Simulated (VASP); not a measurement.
# Ir (P6/mmm) in VASP: further runs, part 2 of 2

VASP 6.6.1.

## (4) Relaxation of cell and atoms, PBE

This run uses another cell than the first one, of 14.15 Å³/atom.

INCAR

```
SYSTEM = Ir
ALGO = Normal
EDIFF = 1E-6
EDIFFG = -0.01
ENCUT = 600
GGA = PE
IBRION = 2
ISIF = 3
ISMEAR = -1
LASPH = .True.
LCHARG = .False.
LREAL = .False.
LWAVE = .False.
NELM = 100
NSW = 80
PREC = Accurate
SIGMA = 0.1
```

KPOINTS

```
k-points
0
Gamma
  9 9 12
  0 0 0
```

POSCAR

```
Ir
1.0
    4.3081096287      0.0000000000      0.0000000000
   -2.1540548143      3.7309323807      0.0000000000
    0.0000000000      0.0000000000      2.6408712024
Ir
3
Direct
    0.0000000000      0.0000000000      0.0000000000
    0.3333333333      0.6666666667      0.5000000000
    0.6666666667      0.3333333333      0.5000000000
```

Potentials or basis: VASP PAW PBE potentials, release 64 (Ir).

Started as:

```bash
> cat potpaw_PBE.64/Ir/POTCAR > POTCAR
> mpirun -np 1 vasp_std > vasp.out
```

OUTCAR:

```text
SYSTEM = Ir
   EDIFF = 1E-6
   EDIFFG = -0.01
   ENCUT = 600
   GGA = PE
   IBRION = 2
   ISIF = 3
   ISMEAR = -1
   LASPH = .True.
   LREAL = .False.
   NELM = 100
   NSW = 80
   PREC = Accurate

 ion  position               nearest neighbor table
   1  0.000  0.000  0.000-   2 2.82   3 2.82   2 2.82   3 2.82   2 2.82   2 2.82   3 2.82   3 2.82
                             3 2.82   3 2.82   2 2.82   2 2.82
   2  0.333  0.667  0.500-   3 2.49   3 2.49   3 2.49   1 2.82   1 2.82   1 2.82   1 2.82   1 2.82
                             1 2.82
   3  0.667  0.333  0.500-   2 2.49   2 2.49   2 2.49   1 2.82   1 2.82   1 2.82   1 2.82   1 2.82
                             1 2.82

  LATTYP: Found a hexagonal cell.
 ALAT       =     4.3081096287
 C/A-ratio  =     0.6130000000

  Lattice vectors:

 A1 = (   4.3081096287,   0.0000000000,   0.0000000000)
 A2 = (  -2.1540548143,   3.7309323807,   0.0000000000)
 A3 = (   0.0000000000,   0.0000000000,   2.6408712024)

Analysis of symmetry for initial positions (statically):
=====================================================================
 Subroutine PRICEL returns:
 Original cell was already a primitive cell.

 Routine SETGRP: Setting up the symmetry group for a
 hexagonal supercell.

 Subroutine GETGRP returns: Found 24 space group operations
 (whereof 24 operations were pure point group operations)
 out of a pool of 24 trial point group operations.

The static configuration has the point symmetry D_6h.

Analysis of symmetry for dynamics (positions and initial velocities):
=====================================================================
 Subroutine PRICEL returns:
 Original cell was already a primitive cell.

 Routine SETGRP: Setting up the symmetry group for a
 hexagonal supercell.

 Subroutine GETGRP returns: Found 24 space group operations
 (whereof 24 operations were pure point group operations)
 out of a pool of 24 trial point group operations.

The dynamic configuration has the point symmetry D_6h.

 Subroutine INISYM returns: Found 24 space group operations
 (whereof 24 operations are pure point group operations),
 and found     1 'primitive' translations

----------------------------------------------------------------------------------------
[... 101 lines left out ...]
   ISIF   =      3    stress and relaxation
   ISYM   =      2    0-nonsym 1-usesym 2-fastsym
   POTIM  = 0.5000    time-step for ionic-motion
   TEBEG  =    0.0;   TEEND  =   0.0 temperature during run
   PSTRESS=    0.0 pullay stress
   NELECT =      27.0000    total number of electrons
   NUPDOWN=      -1.0000    fix difference up-down
   EMIN   =  10.00;   EMAX   =-10.00  energy-range for DOS
   EFERMI =   0.00;   METHOD = LEGACY
   ISMEAR =    -1;   SIGMA  =   0.10  broadening in eV -4-tet -1-fermi 0-gaus
   EFERMI_NEDOS =   21; number of points for ismear=-14 and -15
   IALGO  =     38    algorithm
   IMIX   =      4    mixing-type and parameters
     AMIX     =   0.40;   BMIX     =  1.00
     AMIX_MAG =   1.60;   BMIX_MAG =  1.00
  volume/ion in A,a.u.               =      14.15        95.48
  Fermi-wavevector in a.u.,A,eV,Ry     =   1.407923  2.660589 26.970118  1.982248
  Thomas-Fermi vector in A             =   2.530133
   LORBIT       =      0    0 simple, 1 ext, 2 COOP (PROOUT), +10 PAW based schemes
   GGA     = PE    functional components
   LHFCALC =     F    Hartree Fock is set to
   AEXX    =    0.0000 exact exchange contribution
   IVDW    =     0    specifies the selected vdW correction
   LEPSILON=     F    determine dielectric tensor
   LRPA    =     F    only Hartree local field effects (RPA)
 conjugate gradient relaxation of ions
 non-spin polarized calculation
  energy-cutoff  :      600.00
  volume of cell :       42.45
 maximum number of plane-waves:      1450
 NGX is ok and might be reduce to    36
   NGX = 17   NGY = 17   NGZ = 11

--------------------------------------- Ionic step        1  -------------------------------------------

 number of electron      26.9999999 magnetization

 Free energy of the ion-electron system (eV)
  ---------------------------------------------------
  ext. energy  EPLUGINS =         0.00000000
  ---------------------------------------------------
  free energy    TOTEN  =       -25.47347919 eV

  energy without entropy =      -25.33068788  energy(sigma->0) =      -25.40208354

 E-fermi :  10.4011     XC(G=0): -13.9681

 val. band max:       10.3991004898   @ k =   0.4444   0.1111   0.1667
 cond. band min:      10.4112058823   @ k =   0.1111   0.0000   0.5000
 fundamental gap:      0.0121053925
 Fermi energy:        10.4010508396

 k-point     1 :       0.0000    0.0000    0.0000
  band No.  band energies     occupation
      1      -0.7054      2.00000
      2       2.9740      2.00000
      3       5.3305      2.00000
      4       5.6692      2.00000
      5       5.6692      2.00000
      6       5.6773      2.00000
[... 766 lines left out ...]
--------------------------------------- Ionic step        9  -------------------------------------------

 number of electron      27.0000002 magnetization

 Free energy of the ion-electron system (eV)
  ---------------------------------------------------
  ext. energy  EPLUGINS =         0.00000000
  ---------------------------------------------------
  free energy    TOTEN  =       -25.63482963 eV

  energy without entropy =      -25.47797141  energy(sigma->0) =      -25.55640052

 E-fermi :   9.4241     XC(G=0): -13.6250

 val. band max:        9.4223839434   @ k =   0.4444   0.1111   0.1667
 cond. band min:       9.4271219139   @ k =   0.3333   0.1111   0.0833
 fundamental gap:      0.0047379704
 Fermi energy:         9.4241188432

 k-point     1 :       0.0000    0.0000    0.0000
  band No.  band energies     occupation
      1      -1.0729      2.00000
      2       2.6183      2.00000
      3       4.8133      2.00000
      4       5.0679      2.00000
      5       5.0679      2.00000
      6       5.0743      2.00000
[... 501 lines left out ...]
  FREE ENERGIE OF THE ION-ELECTRON SYSTEM (eV)
  ---------------------------------------------------
  free  energy   TOTEN  =       -25.6348296270 eV

  energy  without entropy=      -25.4779714102  energy(sigma->0) =      -25.55640052

 reached required accuracy - stopping structural energy minimisation
```

CONTCAR:

```text
Ir
   1.00000000000000
     4.3818487059475251    0.0000000000009837    0.0000000000000000
    -2.1909243529220550    3.7947922948453106   -0.0000000000000000
    -0.0000000000000000    0.0000000000000000    2.7050670745213399
  Ir
     3
Direct
     0.0000000000000000    0.0000000000000000    0.0000000000000000
     0.3333333332999970    0.6666666667000030    0.5000000000000000
     0.6666666667000030    0.3333333332999970    0.5000000000000000

  0.00000000E+00  0.00000000E+00  0.00000000E+00
  0.00000000E+00  0.00000000E+00  0.00000000E+00
  0.00000000E+00  0.00000000E+00  0.00000000E+00
```

Wall time 8.1 min (1 thread of Intel Xeon 8259CL, shared host); peak memory 0.23 GiB.

Results:

```yaml
Free_energy: -25.6348 eV
Relaxed_volume: 14.99 Å³/atom
Relaxed_cell: a = 4.382 Å, b = 4.382 Å, c = 2.705 Å, α = 90.00°, β = 90.00°, γ = 120.00°
Space_group_after_relaxing_to_0.1_Å: P6/mmm (No. 191)
Energy_gained_by_relaxing: 53.8 meV/atom
Ionic_steps: 9
Pressure_after_relaxing: 0.0 GPa
Band_gap_on_the_k_mesh: zero (an odd number of electrons rules out a gap without spin polarisation)
```

The path:
```
step  energy change (eV)  largest force (eV/Å)  pressure (GPa)  volume (Å³)
   1              0.0000                0.0000           21.53        42.45
   2              1.3716                0.0000          -38.50        55.23
   3             -0.1587                0.0000           -1.79        45.22
   4             -0.1601                0.0000           -0.22        45.00
   5             -0.1601                0.0000            0.16        44.95
   6             -0.1608                0.0000            0.29        44.96
   7             -0.1613                0.0000            0.22        44.95
   8             -0.1612                0.0000           -0.50        45.05
   9             -0.1614                0.0000            0.02        44.98
```

Final structure:
```
CELL_PARAMETERS angstrom
4.38185 0.00000 0.00000
-2.19092 3.79479 0.00000
0.00000 0.00000 2.70507
ATOMIC_POSITIONS crystal
Ir 0.00000 0.00000 0.00000
Ir 0.33333 0.66667 0.50000
Ir 0.66667 0.33333 0.50000
```

Caveat: spin-orbit coupling is left out, which moves the levels of the heavy elements.

## (5) Summary

| task | cell | k mesh | cutoff (eV) | gap on the mesh (eV) | pressure (GPa) |
| --- | --- | --- | --- | --- | --- |
| single point | a = 4.548, b = 4.548, c = 2.809 Å, angles 90.0, 90.0, 120.0°, 3 atoms | 9 × 9 × 13 | 520 | none | -27.0 |
| single point | a = 4.380, b = 4.380, c = 2.705 Å, angles 90.0, 90.0, 120.0°, 3 atoms | 11 × 11 × 15 | 520 | none | 0.3 |
| relaxation of cell and atoms | relaxed from a = 4.308, b = 4.308, c = 2.641 Å, angles 90.0, 90.0, 120.0°, 3 atoms | 9 × 9 × 12 | 600 | none | 0.0 |

Alike in all rows: level PBE; potentials or basis VASP PAW PBE potentials, release 64 (Ir); no spin polarisation; smearing fermi-dirac 0.1 eV.

Caveats: spin-orbit coupling is left out, which moves the levels of the heavy elements; the cell stands under tension (at least some runs).

Total energies depend on the potentials used, so only differences within one code and one set of settings carry meaning.
